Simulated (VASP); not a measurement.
# AlNi (P4mm) in VASP: notebook

AlNi is run at these levels: PBEsol; tasks: single point.

All numbers are computed with VASP 6.6.1; they aren't measurements. Logs are shortened: lines on timing, memory, paths and dates and some standing lists are left out, and cuts for length are marked.

## Step 1: The cell of the first run

Symmetry: P4mm, No. 99, tetragonal system. Conventional cell: a = 2.858 Å, b = 2.858 Å, c = 2.869 Å, α = 90.00°, β = 90.00°, γ = 90.00°. Within 3.3 Å of Al (site symmetry 4mm) lie 8 Ni at 2.46 to 2.49 Å and 6 Al at 2.86 to 2.87 Å. Ni (site symmetry 4mm) has 8 Al at 2.46 to 2.49 Å and 6 Ni at 2.86 to 2.87 Å within 3.3 Å.

## Step 2: Single point, PBEsol (atoms displaced along a vibrational mode)

The input, INCAR:

```
SYSTEM = AlNi
  ALGO = Fast
  EDIFF = 1E-6
  ENCUT = 520
  GGA = PS
  ISIF = 2
  ISMEAR = 0
  LASPH = .TRUE.
  LCHARG = .FALSE.
  LREAL = .FALSE.
  LWAVE = .FALSE.
  NBANDS = 14
  NELM = 60
  PREC = Accurate
  SIGMA = 0.15
```

The input, KPOINTS:

```
k-points
0
G
  16 16 16
  0 0 0
```

The input, POSCAR:

```
AlNi
1.0
    2.0211996418     -2.0211459310      0.0000000000
    2.0211996418      2.0211459310      0.0000000000
    0.0000000000      0.0000000000      2.8688666946
Al Ni
1 1
Direct
    0.0000000000      0.0000000000     -0.0066228243
    0.5000000000      0.5000000000      0.5030445329
```

Potentials or basis: VASP PAW PBE potentials, release 64 (Al, Ni).

Run with:

```
> cat potpaw_PBE.64/Al/POTCAR potpaw_PBE.64/Ni/POTCAR > POTCAR
> mpirun -np 1 vasp_std > vasp.out
```

OUTCAR:

```text
SYSTEM = AlNi
   EDIFF = 1E-6
   ENCUT = 520
   GGA = PS
   ISIF = 2
   ISMEAR = 0
   LASPH = .TRUE.
   LREAL = .FALSE.
   NELM = 60
   PREC = Accurate

 ion  position               nearest neighbor table
   1  0.000  0.000  0.993-   2 2.46   2 2.46   2 2.46   2 2.46   2 2.49   2 2.49   2 2.49   2 2.49

   2  0.500  0.500  0.503-   1 2.46   1 2.46   1 2.46   1 2.46   1 2.49   1 2.49   1 2.49   1 2.49

  LATTYP: Found a base centered orthorhombic cell.
 ALAT       =     4.0422918620
 B/A-ratio  =     1.0000265744
 C/A-ratio  =     0.7097129036

  Lattice vectors:

 A1 = (  -2.0211996418,  -2.0211459310,   0.0000000000)
 A2 = (   2.0211996418,  -2.0211459310,   0.0000000000)
 A3 = (   0.0000000000,   0.0000000000,   2.8688666946)

Analysis of symmetry for initial positions (statically):
=====================================================================
 Subroutine PRICEL returns:
 Original cell was already a primitive cell.

 Routine SETGRP: Setting up the symmetry group for a
 base centered orthorhombic supercell.

 Subroutine GETGRP returns: Found  4 space group operations
 (whereof  4 operations were pure point group operations)
 out of a pool of  8 trial point group operations.

The static configuration has the point symmetry C_2v.

Analysis of symmetry for dynamics (positions and initial velocities):
=====================================================================
 Subroutine PRICEL returns:
 Original cell was already a primitive cell.

 Routine SETGRP: Setting up the symmetry group for a
 base centered orthorhombic supercell.

 Subroutine GETGRP returns: Found  4 space group operations
 (whereof  4 operations were pure point group operations)
 out of a pool of  8 trial point group operations.

The dynamic configuration has the point symmetry C_2v.

 Subroutine INISYM returns: Found  4 space group operations
 (whereof  4 operations are pure point group operations),
 and found     1 'primitive' translations

----------------------------------------------------------------------------------------

                                     Primitive cell

  volume of cell :      23.4394

  direct lattice vectors                    reciprocal lattice vectors
     2.021199642 -2.021145931  0.000000000     0.247377839 -0.247384413  0.000000000
     2.021199642  2.021145931  0.000000000     0.247377839  0.247384413  0.000000000
     0.000000000  0.000000000  2.868866695     0.000000000  0.000000000  0.348569699

  length of vectors
     2.858369967  2.858369967  2.868866695     0.349849744  0.349849744  0.348569699

  position of ions in fractional coordinates (direct lattice)
     0.000000000  0.000000000  0.993377176
     0.500000000  0.500000000  0.503044533

  ion indices of the primitive-cell ions
   primitive index   ion index
                 1           1
                 2           2

----------------------------------------------------------------------------------------

 KPOINTS: k-points

Automatic generation of k-mesh.
 Grid dimensions read from file:
 generate k-points for:   16   16   16

 Generating k-lattice:

  Cartesian coordinates                     Fractional coordinates (reciprocal lattice)
     0.015461115 -0.015461526  0.000000000     0.062500000  0.000000000  0.000000000
     0.015461115  0.015461526  0.000000000     0.000000000  0.062500000  0.000000000
     0.000000000  0.000000000  0.021785606     0.000000000  0.000000000  0.062500000

  Length of vectors
     0.021865609  0.021865609  0.021785606

  Shift w.r.t. Gamma in fractional coordinates (k-lattice)
     0.000000000  0.000000000  0.000000000

 Subroutine IBZKPT returns following result:
 ===========================================

 Found    657 irreducible k-points:

 Following reciprocal coordinates:
            Coordinates               Weight
  0.000000  0.000000  0.000000      1.000000
  0.062500  0.000000  0.000000      4.000000
  0.125000  0.000000  0.000000      4.000000
  0.187500 -0.000000  0.000000      4.000000
  0.250000  0.000000  0.000000      4.000000
  0.312500 -0.000000  0.000000      4.000000
[... 16 lines left out ...]
 -0.125000  0.062500  0.000000      4.000000
 -0.062500  0.062500  0.000000      2.000000
 [... further k-points ...]
   k-points           NKPTS =    657   k-points in BZ     NKDIM =    657   number of bands    NBANDS=     14
   number of dos      NEDOS =    301   number of ions     NIONS =      2
   total plane-waves  NPLWV =  13824
   dimension x,y,z NGX =    24 NGY =   24 NGZ =   24
   dimension x,y,z NGXF=    48 NGYF=   48 NGZF=   48
   ions per type =               1   1
   NGX,Y,Z   is equivalent  to a cutoff of  13.96, 13.96, 13.91 a.u.
   NGXF,Y,Z  is equivalent  to a cutoff of  27.92, 27.92, 27.82 a.u.
 SYSTEM =  AlNi
   PREC   = accura    normal or accurate (medium, high low for compatibility)
   ISTART =      0    job   : 0-new  1-cont  2-samecut
   ICHARG =      2    charge: 1-file 2-atom 10-const
   ISPIN  =      1    spin polarized calculation?
   LNONCOLLINEAR =      F non collinear calculations
   LSORBIT =      F    spin-orbit coupling
   LASPH  =      T    aspherical Exc in radial PAW
   ENCUT  =  520.0 eV  38.22 Ry    6.18 a.u.   5.31  5.31  5.33*2*pi/ulx,y,z
   NELM   =     60;   NELMIN=  2; NELMDL= -5     # of ELM steps
   EDIFF  = 0.1E-05   stopping-criterion for ELM
   LREAL  =      F    real-space projection
   EDIFFG = 0.1E-04   stopping-criterion for IOM
   NSW    =      0    number of steps for IOM
   IBRION =     -1    ionic relax: 0-MD 1-quasi-New 2-CG
   NFREE  =      0    steps in history (QN), initial steepest desc. (CG)
   ISIF   =      2    stress and relaxation
   ISYM   =      2    0-nonsym 1-usesym 2-fastsym
   POTIM  = 0.5000    time-step for ionic-motion
   TEBEG  =    0.0;   TEEND  =   0.0 temperature during run
   PSTRESS=    0.0 pullay stress
   NELECT =      13.0000    total number of electrons
   NUPDOWN=      -1.0000    fix difference up-down
   EMIN   =  10.00;   EMAX   =-10.00  energy-range for DOS
   EFERMI =   0.00;   METHOD = LEGACY
   ISMEAR =     0;   SIGMA  =   0.15  broadening in eV -4-tet -1-fermi 0-gaus
   EFERMI_NEDOS =   21; number of points for ismear=-14 and -15
   IALGO  =     68    algorithm
   IMIX   =      4    mixing-type and parameters
     AMIX     =   0.40;   BMIX     =  1.00
     AMIX_MAG =   1.60;   BMIX_MAG =  1.00
  volume/ion in A,a.u.               =      11.72        79.09
  Fermi-wavevector in a.u.,A,eV,Ry     =   1.345055  2.541786 24.615310  1.809174
  Thomas-Fermi vector in A             =   2.472999
   LORBIT       =      0    0 simple, 1 ext, 2 COOP (PROOUT), +10 PAW based schemes
   GGA     = PS    functional components
   LHFCALC =     F    Hartree Fock is set to
   AEXX    =    0.0000 exact exchange contribution
   IVDW    =     0    specifies the selected vdW correction
   LEPSILON=     F    determine dielectric tensor
   LRPA    =     F    only Hartree local field effects (RPA)
 non-spin polarized calculation
 RMM-DIIS sequential band-by-band and
 Gauss-broadening in eV      SIGMA  =   0.15
  energy-cutoff  :      520.00
  volume of cell :       23.44
 maximum number of plane-waves:       653
 NGX is ok and might be reduce to    24
   NGX = 11   NGY = 11   NGZ = 11

 number of electron      13.0000008 magnetization

 Free energy of the ion-electron system (eV)
  ---------------------------------------------------
  ext. energy  EPLUGINS =         0.00000000
  ---------------------------------------------------
  free energy    TOTEN  =       -11.58881899 eV

  energy without entropy =      -11.58031179  energy(sigma->0) =      -11.58456539

 E-fermi :  10.1657     XC(G=0): -12.2631

 val. band max:       10.1652348902   @ k =  -0.4375   0.3125   0.5000
 cond. band min:      10.1657753202   @ k =  -0.1875   0.1875   0.3750
 fundamental gap:      0.0005404300
 Fermi energy:        10.1656971795

 k-point     1 :       0.0000    0.0000    0.0000
  band No.  band energies     occupation
      1      -1.1152      2.00000
      2       6.8282      2.00000
      3       6.8310      2.00000
      4       8.5771      2.00000
      5       8.5772      2.00000
      6       8.5873      2.00000
      7      15.6565      0.00000
      8      15.7888      0.00000
      9      15.7890      0.00000
     10      18.3596      0.00000
     11      18.3899      0.00000
     12      24.2473      0.00000
     13      31.2594      0.00000
     14      31.3081      0.00000

 k-point     2 :       0.0625    0.0000    0.0000
  band No.  band energies     occupation
      1      -1.0420      2.00000
      2       6.8260      2.00000
      3       6.8466      2.00000
      4       8.5442      2.00000
      5       8.5549      2.00000
      6       8.5807      2.00000
      7      14.9800      0.00000
      8      15.7551      0.00000
      9      15.8856      0.00000
     10      18.3702      0.00000
     11      19.1164      0.00000
     12      24.5020      0.00000
     13      30.3871      0.00000
     14      30.4863      0.00000

 k-point     3 :       0.1250    0.0000    0.0000
  band No.  band energies     occupation
      1      -0.8232      2.00000
      2       6.7994      2.00000
      3       6.8971      2.00000
      4       8.4530      2.00000
      5       8.4654      2.00000
      6       8.5906      2.00000
      7      13.5778      0.00000
      8      16.0393      0.00000
      9      16.1682      0.00000
     10      18.3803      0.00000
     11      20.2648      0.00000
     12      25.3065      0.00000
     13      28.8788      0.00000
     14      28.9820      0.00000
[... 324 lines left out ...]
 k-point    23 :      -0.1250    0.0625    0.0000
  band No.  band energies     occupation
      1      -0.7507      2.00000
      2       6.8163      2.00000
      3       6.8987      2.00000
      4       8.4271      2.00000
      5       8.4552      2.00000
      6       8.5607      2.00000
      7      13.6340      0.00000
      8      15.3669      0.00000
      9      16.1368      0.00000
     10      18.8822      0.00000
     11      20.5970      0.00000
     12      25.4881      0.00000
     13      28.0505      0.00000
     14      28.9177      0.00000

 k-point    24 :      -0.0625    0.0625    0.0000
  band No.  band energies     occupation
      1      -0.9690      2.00000
      2       6.8351      2.00000
      3       6.8521      2.00000
      4       8.5208      2.00000
      5       8.5397      2.00000
      6       8.5562      2.00000
      7      14.9067      0.00000
      8      15.2423      0.00000
      9      15.8541      0.00000
     10      18.7360      0.00000
     11      19.5087      0.00000
     12      24.7375      0.00000
     13      29.5664      0.00000
     14      30.3430      0.00000

 [... further k-points ...]

------------------------ aborting loop because EDIFF is reached ----------------------------------------

  FORCE on cell =-STRESS in cart. coord.  units (eV):
  Direction    XX          YY          ZZ          XY          YZ          ZX
  --------------------------------------------------------------------------------------
  -------------------------------------------------------------------------------------
  Total        0.0341410      0.0351335     -0.0200966      0.0000000      0.0000000      0.0000000
  in kB        2.3336731      2.4015142     -1.3736785      0.0000000      0.0000000      0.0000000
  external PRESSURE =       1.1205029 kB  Pullay stress =       0.0000000 kB

 VOLUME and BASIS-vectors are now :
 -----------------------------------------------------------------------------
  energy-cutoff  :      520.00
  volume of cell :       23.44
      direct lattice vectors                 reciprocal lattice vectors
     2.021199642 -2.021145931  0.000000000     0.247377839 -0.247384413  0.000000000
     2.021199642  2.021145931  0.000000000     0.247377839  0.247384413  0.000000000
     0.000000000  0.000000000  2.868866695     0.000000000  0.000000000  0.348569699

 POSITION                                       TOTAL-FORCE (eV/Angst)
 -----------------------------------------------------------------------------------
      0.00000      0.00000      2.84987         0.000000      0.000000      0.174007
      2.02120      0.00000      1.44317         0.000000      0.000000     -0.174007
 -----------------------------------------------------------------------------------
    total drift:                                0.000000     -0.000000     -0.000444

  FREE ENERGIE OF THE ION-ELECTRON SYSTEM (eV)
  ---------------------------------------------------
  free  energy   TOTEN  =       -11.5888189896 eV

  energy  without entropy=      -11.5803117921  energy(sigma->0) =      -11.58456539
```

Wall time 91 s (1 thread of Intel Xeon Platinum 8559C (Emerald Rapids), shared host); peak memory 0.33 GiB.

What came out:

| Property | Result |
| --- | --- |
| Free energy | -11.5888 eV |
| Pressure | 0.1 GPa |
| Largest force | 0.174 eV/Å |
| Band gap on the k mesh | zero (an odd number of electrons rules out a gap without spin polarisation) |

Forces on the atoms (eV/Å):
```
Al   0.000  0.000  0.174
Ni   0.000  0.000 -0.174
```

Stress tensor (GPa, compression positive):
```
 0.23  0.00  0.00
 0.00  0.24  0.00
 0.00  0.00 -0.14
```

Caveat: the cell differs from its parent crystal (atoms displaced along a vibrational mode); the PAW data sets were made with another functional, which shifts forces and pressure a little. Spin polarisation is off, so any magnetic state and its effect on volume and gap are missing.

(Part 1 of 3 ends here.)
